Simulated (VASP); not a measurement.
# Si2W in VASP: further runs

The runs below take Si2W through relaxation of cell and atoms, single point, with PBE.

Program: VASP 6.6.1. These are calculated values, not measurements. Logs are shortened: lines on timing, memory, paths and dates and some standing lists are left out, and cuts for length are marked.

### 1 The cell of the first run

The structure is hexagonal, space group P6_422 (No. 181). Conventional cell: a = 4.616 Å, b = 4.616 Å, c = 6.641 Å, α = 90.00°, β = 90.00°, γ = 120.00°. Within 3.4 Å of Si (site symmetry 2) lie 9 Si at 2.57 to 3.23 Å and 5 W at 2.59 to 2.69 Å. W (site symmetry 222) has 10 Si at 2.59 to 2.69 Å and 4 W at 3.20 Å within 3.4 Å.

### 2 Relaxation of cell and atoms, PBE

INCAR

```
SYSTEM = Si2W
ALGO = Normal ; EDIFF = 1E-6
EDIFFG = -0.01 ; ENCUT = 600
GGA = PE ; IBRION = 2
ISIF = 3 ; ISMEAR = 0
LASPH = .TRUE. ; LCHARG = .FALSE.
LREAL = .FALSE. ; LWAVE = .FALSE.
NELM = 100 ; NSW = 100
PREC = Accurate ; SIGMA = 0.1
```

KPOINTS

```
k-points
0
G
  12 12 6
  0 0 0
```

POSCAR

```
Si2W
1.0
    4.6159028402      0.0000000000      0.0000000000
   -2.3079514201      3.9974891210      0.0000000000
    0.0000000000      0.0000000000      6.6414669980
Si W
6 3
Direct
    0.1637521898      0.3275043796      0.0000000000
    0.6724956204      0.8362478102      0.3333333333
    0.1637521898      0.8362478102      0.6666666667
    0.3275043796      0.1637521898      0.3333333333
    0.8362478102      0.6724956204      0.0000000000
    0.8362478102      0.1637521898      0.6666666667
    0.5000000000      0.0000000000      0.0000000000
    0.0000000000      0.5000000000      0.3333333333
    0.5000000000      0.5000000000      0.6666666667
```

Potentials or basis: VASP PAW PBE potentials, release 64 (Si, W_sv).

Launch:

```sh
> cat potpaw_PBE.64/Si/POTCAR potpaw_PBE.64/W_sv/POTCAR > POTCAR
> mpirun -np 1 vasp_std > vasp.out
```

OUTCAR:

```text
SYSTEM = Si2W
   EDIFF = 1E-6
   EDIFFG = -0.01
   ENCUT = 600
   GGA = PE
   IBRION = 2
   ISIF = 3
   ISMEAR = 0
   LASPH = .TRUE.
   LREAL = .FALSE.
   NELM = 100
   NSW = 100
   PREC = Accurate

 ion  position               nearest neighbor table
   1  0.164  0.328  0.000-   4 2.57   6 2.57   8 2.59   9 2.59   5 2.62   7 2.65   7 2.65   7 2.69
                             5 2.69   5 2.69
   2  0.672  0.836  0.333-   5 2.57   6 2.57   7 2.59   9 2.59   4 2.62   8 2.65   8 2.65   8 2.69
                             4 2.69   4 2.69
   3  0.164  0.836  0.667-   5 2.57   4 2.57   7 2.59   8 2.59   6 2.62   9 2.65   9 2.65   9 2.69
                             6 2.69   6 2.69
   4  0.328  0.164  0.333-   1 2.57   3 2.57   7 2.59   9 2.59   2 2.62   8 2.65   8 2.65   8 2.69
                             2 2.69   2 2.69
   5  0.836  0.672  0.000-   2 2.57   3 2.57   8 2.59   9 2.59   1 2.62   7 2.65   7 2.65   7 2.69
                             1 2.69   1 2.69
   6  0.836  0.164  0.667-   1 2.57   2 2.57   7 2.59   8 2.59   3 2.62   9 2.65   9 2.65   9 2.69
                             3 2.69   3 2.69
   7  0.500  0.000  0.000-   2 2.59   3 2.59   4 2.59   6 2.59   1 2.65   5 2.65   1 2.65   5 2.65
                             1 2.69   5 2.69   8 3.20   9 3.20   9 3.20   8 3.20
   8  0.000  0.500  0.333-   1 2.59   5 2.59   3 2.59   6 2.59   4 2.65   2 2.65   4 2.65   2 2.65
                             2 2.69   4 2.69   7 3.20   7 3.20   9 3.20   9 3.20
   9  0.500  0.500  0.667-   1 2.59   5 2.59   4 2.59   2 2.59   6 2.65   3 2.65   3 2.65   6 2.65
                             3 2.69   6 2.69   7 3.20   7 3.20   8 3.20   8 3.20

  LATTYP: Found a hexagonal cell.
 ALAT       =     4.6159028402
 C/A-ratio  =     1.4388229623

  Lattice vectors:

 A1 = (   4.6159028402,   0.0000000000,   0.0000000000)
 A2 = (  -2.3079514201,   3.9974891210,   0.0000000000)
 A3 = (   0.0000000000,   0.0000000000,   6.6414669980)

Analysis of symmetry for initial positions (statically):
=====================================================================
 Subroutine PRICEL returns:
 Original cell was already a primitive cell.

 Routine SETGRP: Setting up the symmetry group for a
 hexagonal supercell.

 Subroutine GETGRP returns: Found 12 space group operations
 (whereof  4 operations were pure point group operations)
 out of a pool of 24 trial point group operations.

The static configuration has the point symmetry D_2 .
 The point group associated with its full space group is D_6 .

Analysis of symmetry for dynamics (positions and initial velocities):
=====================================================================
 Subroutine PRICEL returns:
 Original cell was already a primitive cell.

 Routine SETGRP: Setting up the symmetry group for a
[... 135 lines left out ...]
   EFERMI =   0.00;   METHOD = LEGACY
   ISMEAR =     0;   SIGMA  =   0.10  broadening in eV -4-tet -1-fermi 0-gaus
   EFERMI_NEDOS =   21; number of points for ismear=-14 and -15
   IALGO  =     38    algorithm
   IMIX   =      4    mixing-type and parameters
     AMIX     =   0.40;   BMIX     =  1.00
     AMIX_MAG =   1.60;   BMIX_MAG =  1.00
  volume/ion in A,a.u.               =      13.62        91.89
  Fermi-wavevector in a.u.,A,eV,Ry     =   1.331947  2.517014 24.137848  1.774082
  Thomas-Fermi vector in A             =   2.460919
   LORBIT       =      0    0 simple, 1 ext, 2 COOP (PROOUT), +10 PAW based schemes
   GGA     = PE    functional components
   LHFCALC =     F    Hartree Fock is set to
   AEXX    =    0.0000 exact exchange contribution
   IVDW    =     0    specifies the selected vdW correction
   LEPSILON=     F    determine dielectric tensor
   LRPA    =     F    only Hartree local field effects (RPA)
 conjugate gradient relaxation of ions
 non-spin polarized calculation
 Gauss-broadening in eV      SIGMA  =   0.10
  energy-cutoff  :      600.00
  volume of cell :      122.55
 maximum number of plane-waves:      4114
 NGX is ok and might be reduce to    40
   NGX = 19   NGY = 19   NGZ = 27

--------------------------------------- Ionic step        1  -------------------------------------------

 number of electron      66.0000002 magnetization

 Free energy of the ion-electron system (eV)
  ---------------------------------------------------
  ext. energy  EPLUGINS =         0.00000000
  ---------------------------------------------------
  free energy    TOTEN  =       -73.83472805 eV

  energy without entropy =      -73.83389637  energy(sigma->0) =      -73.83431221

------------------------ aborting loop because EDIFF is reached ----------------------------------------

  FORCE on cell =-STRESS in cart. coord.  units (eV):
  Direction    XX          YY          ZZ          XY          YZ          ZX
  --------------------------------------------------------------------------------------
  -------------------------------------------------------------------------------------
  Total        0.0180884      0.0180884      0.2258256      0.0000000      0.0000000      0.0000000
  in kB        0.2364848      0.2364848      2.9524037      0.0000000      0.0000000      0.0000000
  external PRESSURE =       1.1417911 kB  Pullay stress =       0.0000000 kB
[... 73 lines left out ...]
--------------------------------------- Ionic step        3  -------------------------------------------

 number of electron      66.0000003 magnetization

 Free energy of the ion-electron system (eV)
  ---------------------------------------------------
  ext. energy  EPLUGINS =         0.00000000
  ---------------------------------------------------
  free energy    TOTEN  =       -73.83483048 eV

  energy without entropy =      -73.83399272  energy(sigma->0) =      -73.83441160

 E-fermi :  12.4094     XC(G=0): -12.4746

 val. band max:       12.4015846674   @ k =   0.5000  -0.0000   0.5000
 cond. band min:      12.4133974334   @ k =   0.5000  -0.0000   0.0000
 fundamental gap:      0.0118127660
 Fermi energy:        12.4094480284

 k-point     1 :       0.0000    0.0000    0.0000
  band No.  band energies     occupation
      1     -61.9606      2.00000
      2     -61.9487      2.00000
      3     -61.9487      2.00000
      4     -26.3256      2.00000
      5     -26.3211      2.00000
      6     -26.3211      2.00000
[... 997 lines left out ...]
     38      13.8783      0.00000
     39      14.4827      0.00000

 [... further k-points ...]

------------------------ aborting loop because EDIFF is reached ----------------------------------------

  FORCE on cell =-STRESS in cart. coord.  units (eV):
  Direction    XX          YY          ZZ          XY          YZ          ZX
  --------------------------------------------------------------------------------------
  -------------------------------------------------------------------------------------
  Total       -0.0848021     -0.0848021     -0.0165125      0.0000000      0.0000000      0.0000000
  in kB       -1.1078170     -1.1078170     -0.2157116      0.0000000      0.0000000      0.0000000
  external PRESSURE =      -0.8104485 kB  Pullay stress =       0.0000000 kB
[... 24 lines left out ...]
  FREE ENERGIE OF THE ION-ELECTRON SYSTEM (eV)
  ---------------------------------------------------
  free  energy   TOTEN  =       -73.8348304802 eV

  energy  without entropy=      -73.8339927209  energy(sigma->0) =      -73.83441160

 reached required accuracy - stopping structural energy minimisation
```

OSZICAR:

```text
N       E                     dE             d eps       ncg     rms          rms(c)
DAV:   1     0.683913934000E+03    0.68391E+03   -0.38255E+04  6064   0.192E+03
DAV:   2    -0.267229965755E+02   -0.71064E+03   -0.69438E+03  6223   0.519E+02
DAV:   3    -0.746710924257E+02   -0.47948E+02   -0.46249E+02  7455   0.111E+02
[... 23 lines left out ...]
DAV:   2    -0.738348661343E+02    0.22023E-03   -0.98889E-04  6823   0.200E-01    0.370E-02
DAV:   3    -0.738348348523E+02    0.31282E-04   -0.55730E-05  7141   0.458E-02    0.178E-02
DAV:   4    -0.738348290779E+02    0.57744E-05   -0.19132E-05  7226   0.249E-02    0.113E-02
DAV:   5    -0.738348301696E+02   -0.10917E-05   -0.27070E-06  5298   0.869E-03    0.578E-03
DAV:   6    -0.738348304802E+02   -0.31060E-06   -0.94905E-07  4098   0.548E-03
   3 F= -.73834830E+02 E0= -.73834412E+02  d E =-.102431E-03
```

CONTCAR:

```text
Si2W
   1.00000000000000
     4.6161534392225176    0.0000000000000000    0.0000000000000000
    -2.3080767196112588    3.9977061461196608   -0.0000000000000000
     0.0000000000000000    0.0000000000000000    6.6459685183489681
  Si              W
     6     3
Direct
     0.1636897014541586    0.3273794029083173    0.0000000000000000
     0.6726205970916826    0.8363102985458414    0.3333333332999970
     0.1636897014541586    0.8363102985458414    0.6666666667000030
     0.3273794029083173    0.1636897014541586    0.3333333332999970
     0.8363102985458414    0.6726205970916826    0.0000000000000000
     0.8363102985458414    0.1636897014541586    0.6666666667000030
     0.5000000000000000    0.0000000000000000    0.0000000000000000
     0.0000000000000000    0.5000000000000000    0.3333333332999970
     0.5000000000000000    0.5000000000000000    0.6666666667000030

  0.00000000E+00  0.00000000E+00  0.00000000E+00
  0.00000000E+00  0.00000000E+00  0.00000000E+00
  0.00000000E+00  0.00000000E+00  0.00000000E+00
  0.00000000E+00  0.00000000E+00  0.00000000E+00
  0.00000000E+00  0.00000000E+00  0.00000000E+00
  0.00000000E+00  0.00000000E+00  0.00000000E+00
  0.00000000E+00  0.00000000E+00  0.00000000E+00
  0.00000000E+00  0.00000000E+00  0.00000000E+00
  0.00000000E+00  0.00000000E+00  0.00000000E+00
```

It took 20 min on 1 thread of Oxide Virtual Turin-like, shared host; peak memory 0.5 GiB.

Results:

- Free energy: -73.8348 eV
- Relaxed volume: 13.63 Å³/atom
- Relaxed cell: a = 4.616 Å, b = 4.616 Å, c = 6.646 Å, α = 90.00°, β = 90.00°, γ = 120.00°
- Space group after relaxing (to 0.1 Å): P6_422 (No. 181)
- Energy gained by relaxing: 0.0 meV/atom
- Ionic steps: 3
- Pressure after relaxing: -0.1 GPa
- Largest force after relaxing: 0.009 eV/Å
- Band gap on the k mesh: 0.01 eV (least direct gap 0.64 eV)

Forces in eV/Å, atoms in the order of the input:
```
Si   0.000 -0.009  0.000
Si   0.008  0.004  0.000
Si  -0.008  0.004  0.000
Si  -0.008 -0.004  0.000
Si   0.000  0.009  0.000
Si   0.008 -0.004  0.000
W    0.000  0.000  0.000
W    0.000  0.000  0.000
W    0.000  0.000  0.000
```

The path:
| step | energy change (eV) | largest force (eV/Å) | pressure (GPa) | volume (Å³) |
| --- | --- | --- | --- | --- |
| 1 | 0.0000 | 0.0185 | 0.11 | 122.55 |
| 2 | 0.0000 | 0.0011 | -0.22 | 122.72 |
| 3 | -0.0001 | 0.0087 | -0.08 | 122.64 |

Final structure:
```
Si W
1.0
     4.61615    0.00000    0.00000
    -2.30808    3.99771    0.00000
     0.00000    0.00000    6.64597
Si W
6 3
Cartesian
  0.0000 1.3088 0.0000
  1.1747 3.3433 2.2153
  -1.1747 3.3433 4.4306
  1.1334 0.6544 2.2153
  2.3081 2.6889 0.0000
  3.4827 0.6544 4.4306
  2.3081 0.0000 0.0000
  -1.1540 1.9989 2.2153
  1.1540 1.9989 4.4306
```

Caveat: spin-orbit coupling is left out, which moves the levels of the heavy elements. A k mesh can miss the band edges.

### 3 Single point, PBE

INCAR

```
SYSTEM = Si2W
ALGO = Normal
EDIFF = 1E-6
ENCUT = 520
GGA = PE
ISIF = 2
ISMEAR = 0
LASPH = .True.
LCHARG = .False.
LREAL = .False.
LWAVE = .False.
NBANDS = 43
NELM = 60
PREC = Accurate
SIGMA = 0.1
```

KPOINTS

```
k-points
0
Gamma
  6 6 4
  0 0 0
```

POSCAR

```
Si2W
1.0
    4.6159028402      0.0000000000      0.0000000000
   -2.3079514201      3.9974891210      0.0000000000
    0.0000000000      0.0000000000      6.6414669980
Si W
6 3
Direct
    0.1637668439      0.3274352126      0.3333412488
    0.6725647874     -0.1636683688      0.6666745822
    1.1636683688      0.8362331561      1.0000079155
    0.3274352126      0.1637668439      0.6666587512
   -0.1636683688      0.6725647874      0.3333254178
    0.8362331561      1.1636683688     -0.0000079155
    0.5000345835      0.0000000000      0.3333333333
    0.0000000000      0.5000345835      0.6666666667
    0.4999654165      0.4999654165      0.0000000000
```

Potentials or basis: VASP PAW PBE potentials, release 64 (Si, W_sv).

Launch:

```sh
> cat potpaw_PBE.64/Si/POTCAR potpaw_PBE.64/W_sv/POTCAR > POTCAR
> mpirun -np 1 vasp_std > vasp.out
```

It took 3.6 min on 1 thread of Oxide Virtual Turin-like, shared host; peak memory 0.25 GiB.

Results (log left out):

| Property | Result |
| --- | --- |
| Free energy | -73.8304 eV |
| Pressure | 0.1 GPa |
| Largest force | 0.015 eV/Å |
| Band gap on the k mesh | 0.01 eV (least direct gap 0.63 eV) |

Forces on the atoms (eV/Å):
```
Si  -0.002 -0.015 -0.001
Si   0.014  0.006 -0.001
Si  -0.012  0.009 -0.001
Si  -0.012 -0.009  0.001
Si  -0.002  0.015  0.001
Si   0.014 -0.006  0.001
W   -0.002  0.000  0.000
W    0.001 -0.001  0.000
W    0.001  0.001  0.000
```

Stress tensor (GPa, compression positive):
```
-0.01  0.00  0.00
 0.00 -0.01  0.00
 0.00  0.00  0.26
```

Levels at points of the mesh, in eV from the valence-band top:
```tsv
k point	band 29	band 30	band 31	band 32	band 33	band 34	band 35	band 36	band 37	band 38
(0.00, 0.00, 0.00)	-3.40	-3.40	-3.06	-2.62	-0.95	2.19	2.19	2.26	2.30	2.57
(0.50, 0.00, 0.00)	-2.45	-2.30	-1.66	-1.19	-0.66	0.01	0.78	0.87	0.96	1.81
(0.00, 0.00, 0.50)	-2.77	-2.77	-2.64	-0.74	-0.74	1.75	1.98	1.98	2.23	2.39
(0.50, 0.00, 0.50)	-3.24	-2.98	-2.10	-1.29	0.00	0.63	1.03	1.24	1.42	1.76
```

Caveat: spin-orbit coupling is left out, which moves the levels of the heavy elements.

### 4 Single point, PBE

INCAR

```
SYSTEM = Si2W
ALGO     = Normal         ! electronic algorithm
EDIFF    = 1E-6           ! SCF threshold, eV
ENCUT    = 520            ! plane-wave cutoff, eV
GGA      = PE             ! functional
ISIF     = 2              ! what is computed and relaxed
ISMEAR   = 0              ! smearing method
LASPH    = .True.         ! aspherical terms in the spheres
LCHARG   = .False.        ! write CHGCAR
LREAL    = .False.        ! projectors in reciprocal space
LWAVE    = .False.        ! write WAVECAR
NBANDS   = 43             ! bands
NELM     = 80             ! most SCF steps
PREC     = Accurate       ! precision mode
SIGMA    = 0.1            ! smearing width, eV
```

KPOINTS

```
k-points
0
Gamma
  12 12 6
  0 0 0
```

POSCAR

```
Si2W
1.0
    4.6145370386      0.0000000000      0.0000000000
   -2.3072685193      3.9963063021      0.0000000000
    0.0000000000      0.0000000000      6.6452528243
Si W
6 3
Direct
    0.1636521086      0.3273042171      0.0000000000
    0.6726957829      0.8363478914      0.3333333333
    0.1636521086      0.8363478914      0.6666666667
    0.3273042171      0.1636521086      0.3333333333
    0.8363478914      0.6726957829      0.0000000000
    0.8363478914      0.1636521086      0.6666666667
    0.5000000000      0.0000000000      0.0000000000
    0.0000000000      0.5000000000      0.3333333333
    0.5000000000      0.5000000000      0.6666666667
```

Launch:

```sh
> cat potpaw_PBE.64/Si/POTCAR potpaw_PBE.64/W_sv/POTCAR > POTCAR
> mpirun -np 1 vasp_std > vasp.out
```

Run time: 4.2 min. Hardware: 1 thread of Oxide Virtual Turin-like, shared host; peak memory 0.4 GiB.

Results (log left out):

* Free energy: -73.8339 eV
* Pressure: 0.1 GPa
* Largest force: 0.004 eV/Å
* Band gap on the k mesh: 0.01 eV (least direct gap 0.64 eV)

Forces on the atoms (eV/Å):
```
Si   0.000 -0.004  0.000
Si   0.003  0.002  0.000
Si  -0.003  0.002  0.000
Si  -0.003 -0.002  0.000
Si   0.000  0.004  0.000
Si   0.003 -0.002  0.000
W    0.000  0.000  0.000
W    0.000  0.000  0.000
W    0.000  0.000  0.000
```

Levels at points of the mesh, in eV from the valence-band top:
| k point | band 29 | band 30 | band 31 | band 32 | band 33 | band 34 | band 35 | band 36 | band 37 | band 38 |
| --- | --- | --- | --- | --- | --- | --- | --- | --- | --- | --- |
| (0.00, 0.00, 0.00) | -3.40 | -3.40 | -3.06 | -2.61 | -0.95 | 2.19 | 2.19 | 2.26 | 2.30 | 2.58 |
| (0.50, 0.00, 0.00) | -2.44 | -2.29 | -1.66 | -1.19 | -0.66 | 0.01 | 0.79 | 0.88 | 0.96 | 1.81 |
| (0.00, 0.00, 0.50) | -2.76 | -2.76 | -2.63 | -0.74 | -0.74 | 1.75 | 1.98 | 1.98 | 2.23 | 2.39 |
| (0.50, 0.00, 0.50) | -3.24 | -2.98 | -2.10 | -1.28 | 0.00 | 0.64 | 1.03 | 1.24 | 1.42 | 1.77 |

Caveat: spin-orbit coupling is left out, which moves the levels of the heavy elements. A k mesh can miss the band edges.

### 5 Summary

| task | cell | k mesh | cutoff (eV) | gap on the mesh (eV) | pressure (GPa) | largest force (eV/Å) |
| --- | --- | --- | --- | --- | --- | --- |
| relaxation of cell and atoms | relaxed from a = 4.616, b = 4.616, c = 6.641 Å, angles 90.0, 90.0, 120.0°, 9 atoms, atomic positions A | 12 × 12 × 6 | 600 | 0.01 | -0.1 | 0.01 |
| single point | a = 4.616, b = 4.616, c = 6.641 Å, angles 90.0, 90.0, 120.0°, 9 atoms, atomic positions A | 6 × 6 × 4 | 520 | 0.01 | 0.1 | 0.01 |
| single point | a = 4.615, b = 4.615, c = 6.645 Å, angles 90.0, 90.0, 120.0°, 9 atoms, atomic positions B | 12 × 12 × 6 | 520 | 0.01 | 0.1 | - |

Alike in all rows: level PBE; potentials or basis VASP PAW PBE potentials, release 64 (Si, W_sv); no spin polarisation; smearing gaussian 0.1 eV.

Caveats: spin-orbit coupling is left out, which moves the levels of the heavy elements.

Total energies depend on the potentials used, so only differences within one code and one set of settings carry meaning.
